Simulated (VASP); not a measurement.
# Ga2As (P-6m2) in VASP: notebook

Ga2As is run at these levels: PBE; tasks: relaxation of cell and atoms, single point.

Program: VASP 6.6.1. These are calculated values, not measurements. Logs are shortened: lines on timing, memory, paths and dates and some standing lists are left out, and cuts for length are marked.

**1. The cell of the first run**

It takes space group P-6m2 (No. 187, hexagonal). The conventional cell has a = 3.895 Å, b = 3.895 Å, c = 5.626 Å, α = 90.00°, β = 90.00°, γ = 120.00°. Within 4.7 Å of Ga (site symmetry -6m2) lie 6 As at 3.60 Å and 12 Ga at 3.60 to 3.89 Å. Within 3.0 Å of Ga (site symmetry -6m2) lie 3 As at 2.25 Å. Within 3.0 Å of As (site symmetry -6m2) lie 3 Ga at 2.25 Å.

The cell was generated, and may not be a known phase.

**2. Relaxation of cell and atoms, PBE**

The input, INCAR:

```
ALGO = Normal
EDIFF = 1E-6
EDIFFG = -0.04
ENCUT = 600
GGA = PE
IBRION = 2
ISIF = 3
ISMEAR = 0
LASPH = True
LCHARG = False
LREAL = False
LWAVE = False
NELM = 100
NSW = 90
PREC = Accurate
SIGMA = 0.1
```

The input, KPOINTS:

```
k-points
0
Gamma
  6 6 4
```

The input, POSCAR:

```
Ga2As
1.0
    3.8949204800      0.0000000000      0.0000000000
   -1.9474602400      3.3731000900      0.0000000000
    0.0000000000      0.0000000000      5.6263977400
Ga As
2 1
Direct
    0.6666666700      0.3333333300      0.0000000000
    0.3333333300      0.6666666700      0.5000000000
    0.0000000000      0.0000000000      0.5000000000
```

Potentials or basis: VASP PAW PBE potentials, release 64 (Ga_d, As).

The run is started by

```
$ cat potpaw_PBE.64/Ga_d/POTCAR potpaw_PBE.64/As/POTCAR > POTCAR
$ mpirun -np 1 vasp_std > vasp.out
```

OUTCAR:

```text
EDIFF = 1E-6
   EDIFFG = -0.04
   ENCUT = 600
   GGA = PE
   IBRION = 2
   ISIF = 3
   ISMEAR = 0
   LASPH = True
   LREAL = False
   NELM = 100
   NSW = 90
   PREC = Accurate

 ion  position               nearest neighbor table
   1  0.667  0.333  0.000-
   2  0.333  0.667  0.500-   3 2.25   3 2.25   3 2.25
   3  0.000  0.000  0.500-   2 2.25   2 2.25   2 2.25

  LATTYP: Found a hexagonal cell.
 ALAT       =     3.8949204800
 C/A-ratio  =     1.4445475251

  Lattice vectors:

 A1 = (   3.8949204800,   0.0000000000,   0.0000000000)
 A2 = (  -1.9474602400,   3.3731000900,   0.0000000000)
 A3 = (   0.0000000000,   0.0000000000,   5.6263977400)

Analysis of symmetry for initial positions (statically):
=====================================================================
 Subroutine PRICEL returns:
 Original cell was already a primitive cell.

 Routine SETGRP: Setting up the symmetry group for a
 hexagonal supercell.

 Subroutine GETGRP returns: Found 12 space group operations
 (whereof 12 operations were pure point group operations)
 out of a pool of 24 trial point group operations.

The static configuration has the point symmetry D_3h.

Analysis of symmetry for dynamics (positions and initial velocities):
=====================================================================
 Subroutine PRICEL returns:
 Original cell was already a primitive cell.

 Routine SETGRP: Setting up the symmetry group for a
 hexagonal supercell.

 Subroutine GETGRP returns: Found 12 space group operations
 (whereof 12 operations were pure point group operations)
 out of a pool of 24 trial point group operations.

The dynamic configuration has the point symmetry D_3h.

 Subroutine INISYM returns: Found 12 space group operations
 (whereof 12 operations are pure point group operations),
 and found     1 'primitive' translations

----------------------------------------------------------------------------------------

                                     Primitive cell

  volume of cell :      73.9194

  direct lattice vectors                    reciprocal lattice vectors
     3.894920480  0.000000000  0.000000000     0.256744651  0.148231593  0.000000000
    -1.947460240  3.373100090  0.000000000     0.000000000  0.296463186  0.000000000
     0.000000000  0.000000000  5.626397740     0.000000000  0.000000000  0.177733613

  length of vectors
     3.894920480  3.894920487  5.626397740     0.296463187  0.296463186  0.177733613

  position of ions in fractional coordinates (direct lattice)
     0.666666670  0.333333330  0.000000000
     0.333333330  0.666666670  0.500000000
     0.000000000  0.000000000  0.500000000

  ion indices of the primitive-cell ions
   primitive index   ion index
                 1           1
                 2           2
                 3           3

----------------------------------------------------------------------------------------

 KPOINTS: k-points

Automatic generation of k-mesh.
 Grid dimensions read from file:
 generate k-points for:    6    6    4

 Generating k-lattice:

  Cartesian coordinates                     Fractional coordinates (reciprocal lattice)
     0.042790775  0.024705266  0.000000000     0.166666667 -0.000000000  0.000000000
     0.000000000  0.049410531  0.000000000     0.000000000  0.166666667  0.000000000
     0.000000000  0.000000000  0.044433403     0.000000000  0.000000000  0.250000000

  Length of vectors
     0.049410531  0.049410531  0.044433403

  Shift w.r.t. Gamma in fractional coordinates (k-lattice)
     0.000000000  0.000000000  0.000000000

 Subroutine IBZKPT returns following result:
 ===========================================

 Found     21 irreducible k-points:

 Following reciprocal coordinates:
            Coordinates               Weight
  0.000000  0.000000  0.000000      1.000000
  0.166667  0.000000  0.000000      6.000000
  0.333333  0.000000  0.000000      6.000000
  0.500000 -0.000000  0.000000      3.000000
  0.166667  0.166667  0.000000      6.000000
  0.333333  0.166667  0.000000     12.000000
[... 13 lines left out ...]
  0.333333  0.166667  0.500000     12.000000
  0.333333  0.333333  0.500000      2.000000
   k-points           NKPTS =     21   k-points in BZ     NKDIM =     21   number of bands    NBANDS=     19
   number of dos      NEDOS =    301   number of ions     NIONS =      3
   total plane-waves  NPLWV =  49152
   dimension x,y,z NGX =    32 NGY =   32 NGZ =   48
   dimension x,y,z NGXF=    64 NGYF=   64 NGZF=   96
   ions per type =               2   1
   NGX,Y,Z   is equivalent  to a cutoff of  13.66, 13.66, 14.18 a.u.
   NGXF,Y,Z  is equivalent  to a cutoff of  27.32, 27.32, 28.37 a.u.
 SYSTEM =  unknown system
   PREC   = accura    normal or accurate (medium, high low for compatibility)
   ISTART =      0    job   : 0-new  1-cont  2-samecut
   ICHARG =      2    charge: 1-file 2-atom 10-const
   ISPIN  =      1    spin polarized calculation?
   LNONCOLLINEAR =      F non collinear calculations
   LSORBIT =      F    spin-orbit coupling
   LASPH  =      T    aspherical Exc in radial PAW
   ENCUT  =  600.0 eV  44.10 Ry    6.64 a.u.   7.78  7.78 11.24*2*pi/ulx,y,z
   NELM   =    100;   NELMIN=  2; NELMDL= -5     # of ELM steps
   EDIFF  = 0.1E-05   stopping-criterion for ELM
   LREAL  =      F    real-space projection
   EDIFFG = -.4E-01   stopping-criterion for IOM
   NSW    =     90    number of steps for IOM
   IBRION =      2    ionic relax: 0-MD 1-quasi-New 2-CG
   NFREE  =      1    steps in history (QN), initial steepest desc. (CG)
   ISIF   =      3    stress and relaxation
   ISYM   =      2    0-nonsym 1-usesym 2-fastsym
   POTIM  = 0.5000    time-step for ionic-motion
   TEBEG  =    0.0;   TEEND  =   0.0 temperature during run
   PSTRESS=    0.0 pullay stress
   NELECT =      31.0000    total number of electrons
   NUPDOWN=      -1.0000    fix difference up-down
   EMIN   =  10.00;   EMAX   =-10.00  energy-range for DOS
   EFERMI =   0.00;   METHOD = LEGACY
   ISMEAR =     0;   SIGMA  =   0.10  broadening in eV -4-tet -1-fermi 0-gaus
   EFERMI_NEDOS =   21; number of points for ismear=-14 and -15
   IALGO  =     38    algorithm
   IMIX   =      4    mixing-type and parameters
     AMIX     =   0.40;   BMIX     =  1.00
     AMIX_MAG =   1.60;   BMIX_MAG =  1.00
  volume/ion in A,a.u.               =      24.64       166.28
  Fermi-wavevector in a.u.,A,eV,Ry     =   1.225395  2.315660 20.430400  1.501592
  Thomas-Fermi vector in A             =   2.360434
   LORBIT       =      0    0 simple, 1 ext, 2 COOP (PROOUT), +10 PAW based schemes
   GGA     = PE    functional components
   LHFCALC =     F    Hartree Fock is set to
   AEXX    =    0.0000 exact exchange contribution
   IVDW    =     0    specifies the selected vdW correction
   LEPSILON=     F    determine dielectric tensor
   LRPA    =     F    only Hartree local field effects (RPA)
 conjugate gradient relaxation of ions
 non-spin polarized calculation
 Gauss-broadening in eV      SIGMA  =   0.10
  energy-cutoff  :      600.00
  volume of cell :       73.92
 maximum number of plane-waves:      2489
 NGX is ok and might be reduce to    32
   NGX = 15   NGY = 15   NGZ = 23

--------------------------------------- Ionic step        1  -------------------------------------------

 number of electron      30.9999996 magnetization

 Free energy of the ion-electron system (eV)
  ---------------------------------------------------
  ext. energy  EPLUGINS =         0.00000000
  ---------------------------------------------------
  free energy    TOTEN  =        -9.23953644 eV

  energy without entropy =       -9.22274533  energy(sigma->0) =       -9.23114088

------------------------ aborting loop because EDIFF is reached ----------------------------------------

  FORCE on cell =-STRESS in cart. coord.  units (eV):
  Direction    XX          YY          ZZ          XY          YZ          ZX
  --------------------------------------------------------------------------------------
  -------------------------------------------------------------------------------------
  Total        5.2579470      5.2579470     -0.8870460      0.0000000      0.0000000      0.0000000
  in kB      113.9642227    113.9642232    -19.2264215      0.0000000      0.0000000      0.0000000
  external PRESSURE =      69.5673415 kB  Pullay stress =       0.0000000 kB
[... 92 lines left out ...]
  FREE ENERGIE OF THE ION-ELECTRON SYSTEM (eV)
  ---------------------------------------------------
  free  energy   TOTEN  =        -9.6220903633 eV

  energy  without entropy=       -9.6062583339  energy(sigma->0) =       -9.61417435

 E-fermi :   3.6447     XC(G=0):  -9.4190

 val. band max:        3.5912497166   @ k =   0.3333   0.0000   0.0000
 cond. band min:       3.6688453063   @ k =   0.1667   0.0000   0.2500
 fundamental gap:      0.0775955897
 Fermi energy:         3.6446971820

 k-point     1 :       0.0000    0.0000    0.0000
  band No.  band energies     occupation
      1     -11.6981      2.00000
      2     -11.6238      2.00000
      3     -11.6238      2.00000
      4     -11.5937      2.00000
      5     -11.5937      2.00000
      6     -11.3780      2.00000
[... 439 lines left out ...]
      6     -11.3794      2.00000
[... 11 lines left out ...]
     18       7.0634      0.00000
     19       8.0259      0.00000

 E-fermi :  10.3043     XC(G=0): -12.7940

 val. band max:       10.3006667511   @ k =   0.1667   0.1667   0.5000
 cond. band min:      10.4768784980   @ k =   0.3333   0.0000   0.5000
 fundamental gap:      0.1762117469
 Fermi energy:        10.3042711964

 k-point     1 :       0.0000    0.0000    0.0000
  band No.  band energies     occupation
      1      -6.9311      2.00000
      2      -6.1449      2.00000
      3      -5.9839      2.00000
      4      -5.2078      2.00000
      5      -5.2078      2.00000
      6      -5.0945      2.00000
[... 439 lines left out ...]
      6      -4.9998      2.00000
[... 11 lines left out ...]
     18      15.4335      0.00000
     19      16.6014      0.00000

[... ionic steps 4 to 19 ...]

--------------------------------------- Ionic step       20  -------------------------------------------

 number of electron      31.0000010 magnetization

------------------------ aborting loop because EDIFF is reached ----------------------------------------
[... 69 lines left out ...]
--------------------------------------- Ionic step       22  -------------------------------------------

 number of electron      30.9999996 magnetization

 Free energy of the ion-electron system (eV)
  ---------------------------------------------------
  ext. energy  EPLUGINS =         0.00000000
  ---------------------------------------------------
  free energy    TOTEN  =       -10.31557437 eV

  energy without entropy =      -10.30775902  energy(sigma->0) =      -10.31166669

 E-fermi :   5.4498     XC(G=0): -10.8014

 val. band max:        5.4289192255   @ k =   0.3333   0.3333   0.0000
 cond. band min:       5.4561144201   @ k =   0.3333   0.1667   0.0000
 fundamental gap:      0.0271951946
 Fermi energy:         5.4497812673

 k-point     1 :       0.0000    0.0000    0.0000
  band No.  band energies     occupation
      1      -9.4731      2.00000
      2      -9.3863      2.00000
      3      -9.3445      2.00000
      4      -9.3445      2.00000
      5      -9.3023      2.00000
      6      -9.3023      2.00000
[... 481 lines left out ...]
  FREE ENERGIE OF THE ION-ELECTRON SYSTEM (eV)
  ---------------------------------------------------
  free  energy   TOTEN  =       -10.3155743657 eV

  energy  without entropy=      -10.3077590230  energy(sigma->0) =      -10.31166669

 reached required accuracy - stopping structural energy minimisation
```

Wall time 4.5 min (1 thread of Intel Xeon 6975P-C (Granite Rapids), shared host); peak memory 0.26 GiB.

What came out:

```
Free energy                           : -10.3156 eV
Relaxed volume                        : 19.39 Å³/atom
Relaxed cell                          : a = 4.758 Å, b = 4.758 Å, c = 2.967 Å, α = 90.00°, β = 90.00°, γ = 120.00°
Space group after relaxing (to 0.1 Å) : P-6m2 (No. 187)
Pressure after relaxing               : -0.1 GPa
Band gap on the k mesh                : zero (an odd number of electrons rules out a gap without spin polarisation)
```

Stress tensor (GPa, compression positive):
```
-0.27  0.00  0.00
 0.00 -0.27  0.00
 0.00  0.00  0.14
```

Final structure:
```xyz
3
Lattice="4.7583 0.0000 0.0000 -2.3791 4.1208 0.0000 0.0000 0.0000 2.9668" Properties=species:S:1:pos:R:3 pbc="T T T"
Ga    2.3791    1.3736    0.0000
Ga    0.0000    2.7472    1.4834
As    0.0000    0.0000    1.4834
```

Caveat: the volume moved by over 15 % at a fixed basis, so the end points are rough.

(Continued in part 2 of 2.)

The gap in the log of VASP goes by the Fermi energy; the results here count the filled bands.